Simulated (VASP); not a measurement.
# CdF2 in VASP: further runs

Runs on CdF2. Level: PBE. Tasks: single point.

Everything below comes from runs of VASP 6.6.1. Logs are shortened: lines on timing, memory, paths and dates and some standing lists are left out, and cuts for length are marked.

## 1. The cell of the first run

Symmetry: Fm-3m, No. 225, cubic system. The conventional cell has a = 5.307 Å, b = 5.307 Å, c = 5.307 Å, α = 90.00°, β = 90.00°, γ = 90.00°. Within 3.0 Å of Cd (site symmetry m-3m) lie 8 F at 2.30 Å. Within 3.0 Å of F (site symmetry -43m) lie 4 Cd at 2.30 Å and 6 F at 2.65 Å.

## 2. Single point, PBE (strain -0.015 along x and y, -0.015 along z)

Input file INCAR:

```
PREC     = Accurate       # precision mode
ENCUT    = 700            # plane-wave cutoff, eV
EDIFF    = 1E-6           # SCF threshold, eV
ISMEAR   = 0              # smearing method
SIGMA    = 0.05           # smearing width, eV
LREAL    = False          # projectors in reciprocal space
LASPH    = True           # aspherical terms in the spheres
NELM     = 120            # most SCF steps
ALGO     = Normal         # electronic algorithm
ISIF     = 2              # what is computed and relaxed
LWAVE    = False          # write WAVECAR
LCHARG   = False          # write CHGCAR
GGA      = PE             # functional
NBANDS   = 24             # bands
GGA_COMPAT= False
```

Input file KPOINTS:

```
regular mesh
0
Gamma
  8 8 8
```

Input file POSCAR:

```
CdF2
1.0
    0.0000000000      2.6535900000      2.6535900000
    2.6535900000      0.0000000000      2.6535900000
    2.6535900000      2.6535900000      0.0000000000
Cd F
1 2
Direct
    0.0000000000      0.0000000000      0.0000000000
    0.2500000000      0.2500000000      0.2500000000
    0.7500000000      0.7500000000      0.7500000000
```

Potentials or basis: VASP PAW PBE potentials, release 64 (Cd_sv_GW, F).

Started as:

```console
cat potpaw_PBE.64/Cd_sv_GW/POTCAR potpaw_PBE.64/F/POTCAR > POTCAR
mpirun -np 1 vasp_std > vasp.out
```

OUTCAR:

```text
PREC = Accurate
   ENCUT = 700
   EDIFF = 1E-6
   ISMEAR = 0
   LREAL = False
   LASPH = True
   NELM = 120
   ISIF = 2
   GGA = PE

 ion  position               nearest neighbor table
   1  0.000  0.000  0.000-
   2  0.250  0.250  0.250-
   3  0.750  0.750  0.750-

  LATTYP: Found a face centered cubic cell.
 ALAT       =     5.3071800000

  Lattice vectors:

 A1 = (   0.0000000000,   2.6535900000,   2.6535900000)
 A2 = (   2.6535900000,   0.0000000000,   2.6535900000)
 A3 = (   2.6535900000,   2.6535900000,   0.0000000000)

Analysis of symmetry for initial positions (statically):
=====================================================================
 Subroutine PRICEL returns:
 Original cell was already a primitive cell.

 Routine SETGRP: Setting up the symmetry group for a
 face centered cubic supercell.

 Subroutine GETGRP returns: Found 48 space group operations
 (whereof 48 operations were pure point group operations)
 out of a pool of 48 trial point group operations.

The static configuration has the point symmetry O_h .

Analysis of symmetry for dynamics (positions and initial velocities):
=====================================================================
 Subroutine PRICEL returns:
 Original cell was already a primitive cell.

 Routine SETGRP: Setting up the symmetry group for a
 face centered cubic supercell.

 Subroutine GETGRP returns: Found 48 space group operations
 (whereof 48 operations were pure point group operations)
 out of a pool of 48 trial point group operations.

The dynamic configuration has the point symmetry O_h .

 Subroutine INISYM returns: Found 48 space group operations
 (whereof 48 operations are pure point group operations),
 and found     1 'primitive' translations

----------------------------------------------------------------------------------------

                                     Primitive cell

  volume of cell :      37.3707

  direct lattice vectors                    reciprocal lattice vectors
     0.000000000  2.653590000  2.653590000    -0.188423984  0.188423984  0.188423984
     2.653590000  0.000000000  2.653590000     0.188423984 -0.188423984  0.188423984
     2.653590000  2.653590000  0.000000000     0.188423984  0.188423984 -0.188423984

  length of vectors
     3.752742967  3.752742967  3.752742967     0.326359914  0.326359914  0.326359914

  position of ions in fractional coordinates (direct lattice)
     0.000000000  0.000000000  0.000000000
     0.250000000  0.250000000  0.250000000
     0.750000000  0.750000000  0.750000000

  ion indices of the primitive-cell ions
   primitive index   ion index
                 1           1
                 2           2
                 3           3

----------------------------------------------------------------------------------------

 KPOINTS: regular mesh

Automatic generation of k-mesh.
 Grid dimensions read from file:
 generate k-points for:    8    8    8

 Generating k-lattice:

  Cartesian coordinates                     Fractional coordinates (reciprocal lattice)
    -0.023552998  0.023552998  0.023552998     0.125000000  0.000000000  0.000000000
     0.023552998 -0.023552998  0.023552998     0.000000000  0.125000000  0.000000000
     0.023552998  0.023552998 -0.023552998     0.000000000  0.000000000  0.125000000

  Length of vectors
     0.040794989  0.040794989  0.040794989

  Shift w.r.t. Gamma in fractional coordinates (k-lattice)
     0.000000000  0.000000000  0.000000000

 Subroutine IBZKPT returns following result:
 ===========================================

 Found     29 irreducible k-points:

 Following reciprocal coordinates:
            Coordinates               Weight
  0.000000  0.000000  0.000000      1.000000
  0.125000  0.000000  0.000000      8.000000
  0.250000  0.000000  0.000000      8.000000
  0.375000  0.000000  0.000000      8.000000
  0.500000  0.000000  0.000000      4.000000
  0.125000  0.125000  0.000000      6.000000
[... 16 lines left out ...]
  0.500000  0.250000  0.125000     48.000000
 -0.375000  0.250000  0.125000     24.000000
 [... further k-points ...]
   k-points           NKPTS =     29   k-points in BZ     NKDIM =     29   number of bands    NBANDS=     24
   number of dos      NEDOS =    301   number of ions     NIONS =      3
   total plane-waves  NPLWV =  32768
   dimension x,y,z NGX =    32 NGY =   32 NGZ =   32
   dimension x,y,z NGXF=    64 NGYF=   64 NGZF=   64
   ions per type =               1   2
   NGX,Y,Z   is equivalent  to a cutoff of  14.18, 14.18, 14.18 a.u.
   NGXF,Y,Z  is equivalent  to a cutoff of  28.35, 28.35, 28.35 a.u.
 SYSTEM =  unknown system
   PREC   = accura    normal or accurate (medium, high low for compatibility)
   ISTART =      0    job   : 0-new  1-cont  2-samecut
   ICHARG =      2    charge: 1-file 2-atom 10-const
   ISPIN  =      1    spin polarized calculation?
   LNONCOLLINEAR =      F non collinear calculations
   LSORBIT =      F    spin-orbit coupling
   LASPH  =      T    aspherical Exc in radial PAW
   ENCUT  =  700.0 eV  51.45 Ry    7.17 a.u.   8.10  8.10  8.10*2*pi/ulx,y,z
   NELM   =    120;   NELMIN=  2; NELMDL= -5     # of ELM steps
   EDIFF  = 0.1E-05   stopping-criterion for ELM
   LREAL  =      F    real-space projection
   EDIFFG = 0.1E-04   stopping-criterion for IOM
   NSW    =      0    number of steps for IOM
   IBRION =     -1    ionic relax: 0-MD 1-quasi-New 2-CG
   NFREE  =      0    steps in history (QN), initial steepest desc. (CG)
   ISIF   =      2    stress and relaxation
   ISYM   =      2    0-nonsym 1-usesym 2-fastsym
   POTIM  = 0.5000    time-step for ionic-motion
   TEBEG  =    0.0;   TEEND  =   0.0 temperature during run
   PSTRESS=    0.0 pullay stress
   NELECT =      34.0000    total number of electrons
   NUPDOWN=      -1.0000    fix difference up-down
   EMIN   =  10.00;   EMAX   =-10.00  energy-range for DOS
   EFERMI =   0.00;   METHOD = LEGACY
   ISMEAR =     0;   SIGMA  =   0.05  broadening in eV -4-tet -1-fermi 0-gaus
   EFERMI_NEDOS =   21; number of points for ismear=-14 and -15
   IALGO  =     38    algorithm
   IMIX   =      4    mixing-type and parameters
     AMIX     =   0.40;   BMIX     =  1.00
     AMIX_MAG =   1.60;   BMIX_MAG =  1.00
  volume/ion in A,a.u.               =      12.46        84.06
  Fermi-wavevector in a.u.,A,eV,Ry     =   1.586319  2.997709 34.237828  2.516409
  Thomas-Fermi vector in A             =   2.685649
   LORBIT       =      0    0 simple, 1 ext, 2 COOP (PROOUT), +10 PAW based schemes
   GGA     = PE    functional components
   LHFCALC =     F    Hartree Fock is set to
   AEXX    =    0.0000 exact exchange contribution
   IVDW    =     0    specifies the selected vdW correction
   LEPSILON=     F    determine dielectric tensor
   LRPA    =     F    only Hartree local field effects (RPA)
 non-spin polarized calculation
 Gauss-broadening in eV      SIGMA  =   0.05
  energy-cutoff  :      700.00
  volume of cell :       37.37
 maximum number of plane-waves:      1591
   NGX = 17   NGY = 17   NGZ = 17

 number of electron      33.9999992 magnetization

 Free energy of the ion-electron system (eV)
  ---------------------------------------------------
  ext. energy  EPLUGINS =         0.00000000
  ---------------------------------------------------
  free energy    TOTEN  =       -10.89091398 eV

  energy without entropy =      -10.89091398  energy(sigma->0) =      -10.89091398

 E-fermi :   1.4301     XC(G=0): -10.8092

 val. band max:        1.0856924174   @ k =  -0.2500   0.5000   0.2500
 cond. band min:       4.3397993222   @ k =   0.0000   0.0000   0.0000
 fundamental gap:      3.2541069049
 Fermi energy:         1.4300827738

 k-point     1 :       0.0000    0.0000    0.0000
  band No.  band energies     occupation
      1     -97.2571      2.00000
      2     -58.3588      2.00000
      3     -58.3588      2.00000
      4     -58.3588      2.00000
      5     -19.9772      2.00000
      6     -18.7463      2.00000
[... 16 lines left out ...]
     23      21.3188      0.00000
     24      21.3188      0.00000

 k-point     2 :       0.1250    0.0000    0.0000
  band No.  band energies     occupation
      1     -97.2571      2.00000
      2     -58.3593      2.00000
      3     -58.3589      2.00000
      4     -58.3589      2.00000
      5     -19.9216      2.00000
      6     -18.7960      2.00000
[... 16 lines left out ...]
     23      20.9112      0.00000
     24      20.9112      0.00000

 k-point     3 :       0.2500    0.0000    0.0000
  band No.  band energies     occupation
      1     -97.2570      2.00000
      2     -58.3604      2.00000
      3     -58.3591      2.00000
      4     -58.3591      2.00000
      5     -19.7706      2.00000
      6     -18.9300      2.00000
[... 16 lines left out ...]
     23      20.2383      0.00000
     24      21.1440      0.00000

 k-point     4 :       0.3750    0.0000    0.0000
  band No.  band energies     occupation
      1     -97.2570      2.00000
      2     -58.3616      2.00000
      3     -58.3593      2.00000
      4     -58.3593      2.00000
      5     -19.5642      2.00000
      6     -19.1156      2.00000
[... 16 lines left out ...]
     23      19.7669      0.00000
     24      20.5327      0.00000

 k-point     5 :       0.5000    0.0000    0.0000
  band No.  band energies     occupation
      1     -97.2570      2.00000
      2     -58.3620      2.00000
      3     -58.3593      2.00000
      4     -58.3593      2.00000
      5     -19.3794      2.00000
      6     -19.2908      2.00000
[... 16 lines left out ...]
     23      19.6023      0.00000
     24      20.1256      0.00000

 k-point     6 :       0.1250    0.1250    0.0000
  band No.  band energies     occupation
      1     -97.2571      2.00000
      2     -58.3593      2.00000
      3     -58.3590      2.00000
      4     -58.3590      2.00000
      5     -19.9043      2.00000
      6     -18.8105      2.00000
[... 16 lines left out ...]
     23      21.1691      0.00000
     24      21.4077      0.00000
[... 379 lines left out ...]
 k-point    21 :       0.5000    0.5000    0.0000
  band No.  band energies     occupation
      1     -97.2570      2.00000
      2     -58.3621      2.00000
      3     -58.3600      2.00000
      4     -58.3600      2.00000
      5     -19.4493      2.00000
      6     -19.1619      2.00000
[... 16 lines left out ...]
     23      21.0112      0.00000
     24      22.1711      0.00000

 k-point    22 :       0.3750    0.2500    0.1250
  band No.  band energies     occupation
      1     -97.2570      2.00000
      2     -58.3607      2.00000
      3     -58.3597      2.00000
      4     -58.3593      2.00000
      5     -19.6646      2.00000
      6     -19.0138      2.00000
[... 16 lines left out ...]
     23      20.8086      0.00000
     24      23.3622      0.00000

 k-point    23 :       0.5000    0.2500    0.1250
  band No.  band energies     occupation
      1     -97.2570      2.00000
      2     -58.3614      2.00000
      3     -58.3601      2.00000
      4     -58.3595      2.00000
      5     -19.4981      2.00000
      6     -19.1565      2.00000
[... 16 lines left out ...]
     23      20.2963      0.00000
     24      23.1872      0.00000

 k-point    24 :      -0.3750    0.2500    0.1250
  band No.  band energies     occupation
      1     -97.2570      2.00000
      2     -58.3616      2.00000
      3     -58.3602      2.00000
      4     -58.3596      2.00000
      5     -19.3442      2.00000
      6     -19.2997      2.00000
[... 16 lines left out ...]
     23      20.1004      0.00000
     24      23.3157      0.00000

 [... further k-points ...]
[... 5 lines left out ...]
  --------------------------------------------------------------------------------------
  -------------------------------------------------------------------------------------
  Total        2.5648426      2.5648426      2.5648426      0.0000000     -0.0000000      0.0000000
  in kB      109.9612942    109.9612942    109.9612942      0.0000000     -0.0000000      0.0000000
  external PRESSURE =     109.9612942 kB  Pullay stress =       0.0000000 kB

 VOLUME and BASIS-vectors are now :
 -----------------------------------------------------------------------------
  energy-cutoff  :      700.00
  volume of cell :       37.37
      direct lattice vectors                 reciprocal lattice vectors
     0.000000000  2.653590000  2.653590000    -0.188423984  0.188423984  0.188423984
     2.653590000  0.000000000  2.653590000     0.188423984 -0.188423984  0.188423984
     2.653590000  2.653590000  0.000000000     0.188423984  0.188423984 -0.188423984

 POSITION                                       TOTAL-FORCE (eV/Angst)
 -----------------------------------------------------------------------------------
      0.00000      0.00000      0.00000        -0.000000     -0.000000      0.000000
      1.32679      1.32679      1.32679        -0.000000     -0.000000     -0.000000
      3.98039      3.98039      3.98039         0.000000      0.000000      0.000000
 -----------------------------------------------------------------------------------
    total drift:                                0.000000     -0.000000      0.000000

  FREE ENERGIE OF THE ION-ELECTRON SYSTEM (eV)
  ---------------------------------------------------
  free  energy   TOTEN  =       -10.8909139796 eV

  energy  without entropy=      -10.8909139796  energy(sigma->0) =      -10.89091398
```

It took 16 s on 1 thread of Intel Xeon 6975P-C (Granite Rapids), shared host; peak memory 0.2 GiB.

Results:

* Free energy: -10.8909 eV
* Pressure: 11.0 GPa
* Band gap on the k mesh: 3.25 eV (least direct gap 3.69 eV)

Caveat: the cell differs from its parent crystal (strain -0.015 along x and y, -0.015 along z); the cell stands under pressure. A k mesh can miss the band edges.

## 3. Single point, PBE (strain -0.030 along x and y, +0.000 along z)

Input file INCAR:

```
SYSTEM = CdF2
PREC     = Accurate       ! precision mode
ENCUT    = 700            ! plane-wave cutoff, eV
EDIFF    = 1E-6           ! SCF threshold, eV
ISMEAR   = 0              ! smearing method
SIGMA    = 0.05           ! smearing width, eV
LREAL    = .FALSE.        ! projectors in reciprocal space
LASPH    = .TRUE.         ! aspherical terms in the spheres
NELM     = 120            ! most SCF steps
ALGO     = Normal         ! electronic algorithm
ISIF     = 2              ! what is computed and relaxed
LWAVE    = .FALSE.        ! write WAVECAR
LCHARG   = .FALSE.        ! write CHGCAR
GGA      = PE             ! functional
NBANDS   = 24             ! bands
GGA_COMPAT= .FALSE.
```

Input file KPOINTS:

```
regular mesh
0
G
  8 8 8
  0 0 0
```

Input file POSCAR:

```
CdF2
1.0
    0.0000000000      2.6131800000      2.6940000000
    2.6131800000      0.0000000000      2.6940000000
    2.6131800000      2.6131800000      0.0000000000
Cd F
1 2
Direct
    0.0000000000      0.0000000000      0.0000000000
    0.2500000000      0.2500000000      0.2500000000
    0.7500000000      0.7500000000      0.7500000000
```

Potentials or basis: VASP PAW PBE potentials, release 64 (Cd_sv_GW, F).

Started as:

```console
cat potpaw_PBE.64/Cd_sv_GW/POTCAR potpaw_PBE.64/F/POTCAR > POTCAR
mpirun -np 1 vasp_std > vasp.out
```

Run time: 70 s. Hardware: 1 thread of AMD EPYC 9R14 (Zen 4), shared host; peak memory 0.21 GiB.

Results (log left out):

```yaml
Free_energy: -10.8372 eV
Pressure: 13.3 GPa
Band_gap_on_the_k_mesh: 3.28 eV (least direct gap 3.66 eV)
```

Stress tensor (GPa, compression positive):
```
14.46  0.00  0.00
 0.00 14.46  0.00
 0.00  0.00 11.04
```

Levels at points of the mesh, in eV from the valence-band top:
| k point | band 15 | band 16 | band 17 | band 18 | band 19 | band 20 |
| --- | --- | --- | --- | --- | --- | --- |
| (0.00, 0.00, 0.00) | -0.47 | -0.47 | -0.38 | 3.28 | 12.94 | 12.94 |
| (0.50, 0.00, 0.00) | -2.07 | -0.38 | -0.37 | 7.63 | 9.31 | 14.92 |
| (0.50, 0.50, 0.00) | -0.78 | -0.09 | -0.09 | 8.52 | 10.06 | 12.04 |
| (0.50, 0.00, 0.50) | -0.59 | -0.17 | -0.08 | 8.48 | 9.95 | 12.04 |

Caveat: the cell differs from its parent crystal (strain -0.030 along x and y, +0.000 along z); the cell stands under pressure.
